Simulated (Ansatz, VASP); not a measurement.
# Two plane-wave programs on Re

The input INCAR:

```
PREC = Accurate
ENCUT = 520
EDIFF = 1E-7
ISMEAR = -1
SIGMA = 0.1
LREAL = False
LASPH = True
NELM = 80
ALGO = Normal
ISIF = 2
LWAVE = False
LCHARG = True
GGA = RP
LELF = True
LVHAR = True
NBANDS = 10
```

The input KPOINTS:

```
Automatic mesh
0
Gamma
  14 14 14
```

The input POSCAR:

```
Re
1.0
    2.5562210020      0.0000000000      0.0000000000
    0.0000000000      2.5562210020      0.0000000000
    0.0000000000      0.0000000000      2.5562210020
Re
1
Direct
    0.0000000000      0.0000000000      0.0000000000
```

Input for Ansatz:

```yaml
crystal:
  lattice:
    - [2.556221002, 0.0, 0.0]
    - [0.0, 2.556221002, 0.0]
    - [0.0, 0.0, 2.556221002]
  atoms:
    - { symbol: Re, position: [0.0, 0.0, 0.0] }
hamiltonian:
  xc: rpbe
  pseudopotentials:
    kind: paw
    azcp:
      Re: "pseudopotentials/Re.paw.azcp"
basis:
  ecutwfc: 420
  fft_grid_basis: typed
kpoints:
  mp_grid: { grid: [14, 14, 14], shift: [0, 0, 0] }
magnetization:
  spin_polarized: false
scf:
  occupations: { method: fermi_dirac, width: 0.1 }
  lower_state_search: "off"
output:
  stress: true
```

Alike in both runs: task single point; functional RPBE; k mesh 14 × 14 × 14; occupations fermi-dirac, width 0.1 eV; no spin polarisation.

|  | VASP | Ansatz |
| --- | --- | --- |
| version | VASP 6.6.1 | Ansatz 0.2.0 |
| potentials or method | VASP PAW PBE potentials, release 64 (Re), cutoff 520 eV | plane waves (420 eV) with PAW, scalar-relativistic |
| valence electrons in the cell | 7 | 15 |

Ansatz gave:

```
pressure (GPa) : 10.5
```

**Question.** Which values does VASP return?

**Answer.** Pressure (GPa): 9.3.

VASP's potentials were made for PBE, not for RPBE. VASP's potentials hold 7 valence electrons a cell and Ansatz's 15, so a difference there can come from the potentials and not from the codes.

Spin-orbit coupling is off throughout.
